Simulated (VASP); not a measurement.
# MgO (I4mm) in VASP: notebook

The runs below take MgO through single point, with PBE.

Everything below comes from runs of VASP 6.6.1. Logs are shortened: lines on timing, memory, paths and dates and some standing lists are left out, and cuts for length are marked.

**1. The cell of the first run**

The structure is tetragonal, space group I4mm (No. 107). Conventional cell: a = 3.020 Å, b = 3.020 Å, c = 4.270 Å, α = 90.00°, β = 90.00°, γ = 90.00°. Mg (site symmetry 4mm) has 5 O at 1.82 to 2.16 Å within 2.4 Å. O (site symmetry 4mm) has 5 Mg at 1.82 to 2.16 Å within 2.4 Å.

**2. Single point, PBE (all Mg atoms moved +0.312 Å, as atom 1 along Cartesian [0 1 0])**

Input file INCAR:

```
SYSTEM = MgO
PREC = Accurate
ENCUT = 520
EDIFF = 1E-6
ISMEAR = 0
SIGMA = 0.05
LREAL = .FALSE.
LASPH = .TRUE.
NELM = 80
ALGO = Normal
ISIF = 2
LWAVE = .FALSE.
LCHARG = .FALSE.
GGA = PE
NBANDS = 11
```

Input file KPOINTS:

```
Automatic mesh
0
G
  10 10 10
  0 0 0
```

Input file POSCAR:

```
MgO
1.0
    0.0000000000      2.1351500000      2.1351500000
    2.1351500000      0.0000000000      2.1351500000
    2.1351500000      2.1351500000      0.0000000000
Mg O
1 1
Direct
    0.0731798703     -0.0731798703      0.0731798703
    0.5000000000      0.5000000000      0.5000000000
```

Potentials or basis: VASP PAW PBE potentials, release 64 (Mg, O).

The run is started by

```sh
cat potpaw_PBE.64/Mg/POTCAR potpaw_PBE.64/O/POTCAR > POTCAR
mpirun -np 1 vasp_std > vasp.out
```

OUTCAR:

```text
SYSTEM = MgO
   PREC = Accurate
   ENCUT = 520
   EDIFF = 1E-6
   ISMEAR = 0
   LREAL = .FALSE.
   LASPH = .TRUE.
   NELM = 80
   ISIF = 2
   GGA = PE

 ion  position               nearest neighbor table
   1  0.073  0.927  0.073-   2 1.82   2 2.16   2 2.16   2 2.16   2 2.16   2 2.45
   2  0.500  0.500  0.500-   1 1.82   1 2.16   1 2.16   1 2.16   1 2.16   1 2.45

  LATTYP: Found a face centered cubic cell.
 ALAT       =     4.2703000000

  Lattice vectors:

 A1 = (   0.0000000000,   2.1351500000,   2.1351500000)
 A2 = (   2.1351500000,   0.0000000000,   2.1351500000)
 A3 = (   2.1351500000,   2.1351500000,   0.0000000000)

Analysis of symmetry for initial positions (statically):
=====================================================================
 Subroutine PRICEL returns:
 Original cell was already a primitive cell.

 Routine SETGRP: Setting up the symmetry group for a
 face centered cubic supercell.

 Subroutine GETGRP returns: Found  8 space group operations
 (whereof  8 operations were pure point group operations)
 out of a pool of 48 trial point group operations.

The static configuration has the point symmetry C_4v.

Analysis of symmetry for dynamics (positions and initial velocities):
=====================================================================
 Subroutine PRICEL returns:
 Original cell was already a primitive cell.

 Routine SETGRP: Setting up the symmetry group for a
 face centered cubic supercell.

 Subroutine GETGRP returns: Found  8 space group operations
 (whereof  8 operations were pure point group operations)
 out of a pool of 48 trial point group operations.

The dynamic configuration has the point symmetry C_4v.

 Subroutine INISYM returns: Found  8 space group operations
 (whereof  8 operations are pure point group operations),
 and found     1 'primitive' translations

----------------------------------------------------------------------------------------

                                     Primitive cell

  volume of cell :      19.4677

  direct lattice vectors                    reciprocal lattice vectors
     0.000000000  2.135150000  2.135150000    -0.234175585  0.234175585  0.234175585
     2.135150000  0.000000000  2.135150000     0.234175585 -0.234175585  0.234175585
     2.135150000  2.135150000  0.000000000     0.234175585  0.234175585 -0.234175585

  length of vectors
     3.019558088  3.019558088  3.019558088     0.405604011  0.405604011  0.405604011

  position of ions in fractional coordinates (direct lattice)
     0.073179870  0.926820130  0.073179870
     0.500000000  0.500000000  0.500000000

  ion indices of the primitive-cell ions
   primitive index   ion index
                 1           1
                 2           2

----------------------------------------------------------------------------------------

 KPOINTS: Automatic mesh

Automatic generation of k-mesh.
 Grid dimensions read from file:
 generate k-points for:   10   10   10

 Generating k-lattice:

  Cartesian coordinates                     Fractional coordinates (reciprocal lattice)
    -0.023417558  0.023417558  0.023417558     0.100000000  0.000000000  0.000000000
     0.023417558 -0.023417558  0.023417558     0.000000000  0.100000000  0.000000000
     0.023417558  0.023417558 -0.023417558     0.000000000  0.000000000  0.100000000

  Length of vectors
     0.040560401  0.040560401  0.040560401

  Shift w.r.t. Gamma in fractional coordinates (k-lattice)
     0.000000000  0.000000000  0.000000000

 Subroutine IBZKPT returns following result:
 ===========================================

 Found    102 irreducible k-points:

 Following reciprocal coordinates:
            Coordinates               Weight
  0.000000  0.000000  0.000000      1.000000
  0.100000  0.000000  0.000000      8.000000
  0.200000  0.000000  0.000000      8.000000
  0.300000  0.000000  0.000000      8.000000
  0.400000  0.000000  0.000000      8.000000
  0.500000  0.000000  0.000000      4.000000
[... 16 lines left out ...]
 -0.100000  0.100000  0.000000      8.000000
  0.100000  0.000000 -0.100000      4.000000
 [... further k-points ...]
   k-points           NKPTS =    102   k-points in BZ     NKDIM =    102   number of bands    NBANDS=     11
   number of dos      NEDOS =    301   number of ions     NIONS =      2
   total plane-waves  NPLWV =  13824
   dimension x,y,z NGX =    24 NGY =   24 NGZ =   24
   dimension x,y,z NGXF=    48 NGYF=   48 NGZF=   48
   ions per type =               1   1
   NGX,Y,Z   is equivalent  to a cutoff of  13.21, 13.21, 13.21 a.u.
   NGXF,Y,Z  is equivalent  to a cutoff of  26.43, 26.43, 26.43 a.u.
 SYSTEM =  MgO
   PREC   = accura    normal or accurate (medium, high low for compatibility)
   ISTART =      0    job   : 0-new  1-cont  2-samecut
   ICHARG =      2    charge: 1-file 2-atom 10-const
   ISPIN  =      1    spin polarized calculation?
   LNONCOLLINEAR =      F non collinear calculations
   LSORBIT =      F    spin-orbit coupling
   LASPH  =      T    aspherical Exc in radial PAW
   ENCUT  =  520.0 eV  38.22 Ry    6.18 a.u.   5.61  5.61  5.61*2*pi/ulx,y,z
   NELM   =     80;   NELMIN=  2; NELMDL= -5     # of ELM steps
   EDIFF  = 0.1E-05   stopping-criterion for ELM
   LREAL  =      F    real-space projection
   EDIFFG = 0.1E-04   stopping-criterion for IOM
   NSW    =      0    number of steps for IOM
   IBRION =     -1    ionic relax: 0-MD 1-quasi-New 2-CG
   NFREE  =      0    steps in history (QN), initial steepest desc. (CG)
   ISIF   =      2    stress and relaxation
   ISYM   =      2    0-nonsym 1-usesym 2-fastsym
   POTIM  = 0.5000    time-step for ionic-motion
   TEBEG  =    0.0;   TEEND  =   0.0 temperature during run
   PSTRESS=    0.0 pullay stress
   NELECT =       8.0000    total number of electrons
   NUPDOWN=      -1.0000    fix difference up-down
   EMIN   =  10.00;   EMAX   =-10.00  energy-range for DOS
   EFERMI =   0.00;   METHOD = LEGACY
   ISMEAR =     0;   SIGMA  =   0.05  broadening in eV -4-tet -1-fermi 0-gaus
   EFERMI_NEDOS =   21; number of points for ismear=-14 and -15
   IALGO  =     38    algorithm
   IMIX   =      4    mixing-type and parameters
     AMIX     =   0.40;   BMIX     =  1.00
     AMIX_MAG =   1.60;   BMIX_MAG =  1.00
  volume/ion in A,a.u.               =       9.73        65.69
  Fermi-wavevector in a.u.,A,eV,Ry     =   1.217119  2.300022 20.155386  1.481379
  Thomas-Fermi vector in A             =   2.352450
   LORBIT       =      0    0 simple, 1 ext, 2 COOP (PROOUT), +10 PAW based schemes
   GGA     = PE    functional components
   LHFCALC =     F    Hartree Fock is set to
   AEXX    =    0.0000 exact exchange contribution
   IVDW    =     0    specifies the selected vdW correction
   LEPSILON=     F    determine dielectric tensor
   LRPA    =     F    only Hartree local field effects (RPA)
 non-spin polarized calculation
 Gauss-broadening in eV      SIGMA  =   0.05
  energy-cutoff  :      520.00
  volume of cell :       19.47
 maximum number of plane-waves:       544
   NGX = 11   NGY = 11   NGZ = 11

 number of electron       8.0000002 magnetization

 Free energy of the ion-electron system (eV)
  ---------------------------------------------------
  ext. energy  EPLUGINS =         0.00000000
  ---------------------------------------------------
  free energy    TOTEN  =       -11.60197689 eV

  energy without entropy =      -11.60197689  energy(sigma->0) =      -11.60197689

 E-fermi :   3.0311     XC(G=0): -10.8487

 val. band max:        2.7982717156   @ k =   0.0000   0.0000   0.0000
 cond. band min:       7.1209594931   @ k =   0.0000   0.0000   0.0000
 fundamental gap:      4.3226877774
 Fermi energy:         3.0310603755

 k-point     1 :       0.0000    0.0000    0.0000
  band No.  band energies     occupation
      1     -14.2204      2.00000
      2       2.6914      2.00000
      3       2.7983      2.00000
      4       2.7983      2.00000
      5       7.1210      0.00000
      6      18.6083      0.00000
      7      18.7970      0.00000
      8      18.7970      0.00000
      9      22.0504      0.00000
     10      24.0450      0.00000
     11      24.2364      0.00000

 k-point     2 :       0.1000    0.0000    0.0000
  band No.  band energies     occupation
      1     -14.1241      2.00000
      2       2.1052      2.00000
      3       2.7100      2.00000
      4       2.7436      2.00000
      5       7.7433      0.00000
      6      17.3023      0.00000
      7      18.9175      0.00000
      8      18.9834      0.00000
      9      23.2113      0.00000
     10      23.3092      0.00000
     11      23.9302      0.00000

 k-point     3 :       0.2000    0.0000    0.0000
  band No.  band energies     occupation
      1     -13.8603      2.00000
      2       0.8709      2.00000
      3       2.5668      2.00000
      4       2.6044      2.00000
      5       8.9449      0.00000
      6      15.6705      0.00000
      7      19.1796      0.00000
      8      19.2732      0.00000
      9      22.5968      0.00000
     10      22.8596      0.00000
     11      24.6495      0.00000

 k-point     4 :       0.3000    0.0000    0.0000
  band No.  band energies     occupation
      1     -13.5070      2.00000
      2      -0.3498      2.00000
      3       2.3996      2.00000
      4       2.4393      2.00000
      5       9.9575      0.00000
      6      14.7655      0.00000
      7      19.1407      0.00000
      8      19.1610      0.00000
      9      23.0921      0.00000
     10      23.2012      0.00000
     11      24.3106      0.00000

 k-point     5 :       0.4000    0.0000    0.0000
  band No.  band energies     occupation
      1     -13.1942      2.00000
      2      -1.2328      2.00000
      3       2.2697      2.00000
      4       2.3108      2.00000
      5      10.4270      0.00000
      6      14.5919      0.00000
      7      18.8208      0.00000
      8      19.0174      0.00000
      9      23.0072      0.00000
     10      24.5229      0.00000
     11      24.9757      0.00000
[... 211 lines left out ...]
 k-point    21 :      -0.2000    0.1000    0.0000
  band No.  band energies     occupation
      1     -13.6798      2.00000
      2       0.3884      2.00000
      3       2.1924      2.00000
      4       2.5491      2.00000
      5       9.6606      0.00000
      6      15.1183      0.00000
      7      18.3068      0.00000
      8      19.9661      0.00000
      9      21.8734      0.00000
     10      23.5853      0.00000
     11      25.2983      0.00000

 k-point    22 :       0.1000    0.0000   -0.2000
  band No.  band energies     occupation
      1     -13.6809      2.00000
      2       0.3469      2.00000
      3       2.2082      2.00000
      4       2.5838      2.00000
      5       9.7484      0.00000
      6      14.9794      0.00000
      7      18.5319      0.00000
      8      19.5935      0.00000
      9      21.5176      0.00000
     10      23.5911      0.00000
     11      26.1728      0.00000

 k-point    23 :      -0.1000    0.1000    0.0000
  band No.  band energies     occupation
      1     -13.9723      2.00000
      2       1.4401      2.00000
      3       2.4907      2.00000
      4       2.6823      2.00000
      5       8.5127      0.00000
      6      16.2335      0.00000
      7      18.7736      0.00000
      8      19.4038      0.00000
      9      22.2889      0.00000
     10      23.4670      0.00000
     11      24.9761      0.00000

 k-point    24 :       0.1000    0.0000   -0.1000
  band No.  band energies     occupation
      1     -13.9729      2.00000
      2       1.4085      2.00000
      3       2.4838      2.00000
      4       2.7133      2.00000
      5       8.5748      0.00000
      6      16.1603      0.00000
      7      18.8492      0.00000
      8      19.3073      0.00000
      9      21.8816      0.00000
     10      23.4440      0.00000
     11      25.4636      0.00000

 [... further k-points ...]

------------------------ aborting loop because EDIFF is reached ----------------------------------------

  FORCE on cell =-STRESS in cart. coord.  units (eV):
  Direction    XX          YY          ZZ          XY          YZ          ZX
  --------------------------------------------------------------------------------------
  -------------------------------------------------------------------------------------
  Total       -0.4881433      3.5931056     -0.4881433      0.0000000      0.0000000     -0.0000000
  in kB      -40.1737839    295.7095779    -40.1737839      0.0000000      0.0000000     -0.0000000
  external PRESSURE =      71.7873367 kB  Pullay stress =       0.0000000 kB

 VOLUME and BASIS-vectors are now :
 -----------------------------------------------------------------------------
  energy-cutoff  :      520.00
  volume of cell :       19.47
      direct lattice vectors                 reciprocal lattice vectors
     0.000000000  2.135150000  2.135150000    -0.234175585  0.234175585  0.234175585
     2.135150000  0.000000000  2.135150000     0.234175585 -0.234175585  0.234175585
     2.135150000  2.135150000  0.000000000     0.234175585  0.234175585 -0.234175585

 POSITION                                       TOTAL-FORCE (eV/Angst)
 -----------------------------------------------------------------------------------
      2.13515      0.31250      2.13515         0.000000     -2.567262      0.000000
      2.13515      2.13515      2.13515         0.000000      2.567262      0.000000
 -----------------------------------------------------------------------------------
    total drift:                                0.000000      0.001095      0.000000

  FREE ENERGIE OF THE ION-ELECTRON SYSTEM (eV)
  ---------------------------------------------------
  free  energy   TOTEN  =       -11.6019768914 eV

  energy  without entropy=      -11.6019768914  energy(sigma->0) =      -11.60197689
```

Run time: 26 s. Hardware: 1 thread of AMD EPYC 7R43 (Zen 3), shared host; peak memory 0.12 GiB.

Results:

```
Free energy            : -11.6020 eV
Pressure               : 7.2 GPa
Largest force          : 2.567 eV/Å
Band gap on the k mesh : 4.32 eV, direct
```

Forces in eV/Å, atoms in the order of the input:
```
Mg   0.000 -2.567  0.000
O    0.000  2.567  0.000
```

Stress tensor (GPa, compression positive):
```
-4.02  0.00  0.00
 0.00 29.57  0.00
 0.00  0.00 -4.02
```

Caveat: the cell differs from its parent crystal (all Mg atoms moved +0.312 Å, as atom 1 along Cartesian [0 1 0]); forces of over 1 eV/Å act on the atoms, so gaps and moduli don't describe the material at rest.

**3. Single point, PBE (all Mg atoms moved +0.188 Å, as atom 1 along Cartesian [0 1 0])**

Edit INCAR of step 2 so:

```diff
@@ -3,3 +3,3 @@
 ENCUT = 520
-EDIFF = 1E-6
+EDIFF = 1E-7
 ISMEAR = 0
```

Input file KPOINTS:

```
regular mesh
0
G
  10 10 10
  0 0 0
```

Edit POSCAR of step 2 so:

```diff
@@ -8,3 +8,3 @@
 Direct
-    0.0731798703     -0.0731798703      0.0731798703
+    0.0439079222     -0.0439079222      0.0439079222
     0.5000000000      0.5000000000      0.5000000000
```

Potentials or basis: VASP PAW PBE potentials, release 64 (Mg, O).

The run is started by

```sh
cat potpaw_PBE.64/Mg/POTCAR potpaw_PBE.64/O/POTCAR > POTCAR
mpirun -np 1 vasp_std > vasp.out
```

It took 43 s on 1 thread of AMD EPYC 7R43 (Zen 3), shared host; peak memory 0.11 GiB.

Results (log left out):

```yaml
Free_energy: -11.8196 eV
Pressure: 0.7 GPa
Largest_force: 1.081 eV/Å
Band_gap_on_the_k_mesh: 4.33 eV, direct
```

Forces in eV/Å, atoms in the order of the input:
```
Mg   0.000 -1.081  0.000
O    0.000  1.081  0.000
```

Stress tensor (GPa, compression positive):
```
-3.05  0.00  0.00
 0.00  8.20  0.00
 0.00  0.00 -3.05
```

Levels at points of the mesh, in eV from the valence-band top:
| k point | band 2 | band 3 | band 4 | band 5 | band 6 | band 7 |
| --- | --- | --- | --- | --- | --- | --- |
| (0.00, 0.00, 0.00) | -0.05 | 0.00 | 0.00 | 4.33 | 15.65 | 15.72 |
| (0.50, 0.00, 0.00) | -4.41 | -0.60 | -0.58 | 7.67 | 12.02 | 15.88 |
| (0.50, 0.50, 0.00) | -3.89 | -1.30 | -1.28 | 9.19 | 9.39 | 12.71 |
| (0.50, 0.00, 0.50) | -3.86 | -1.27 | -1.27 | 9.10 | 9.33 | 12.72 |

Caveat: the cell differs from its parent crystal (all Mg atoms moved +0.188 Å, as atom 1 along Cartesian [0 1 0]); forces of over 1 eV/Å act on the atoms, so gaps and moduli don't describe the material at rest.
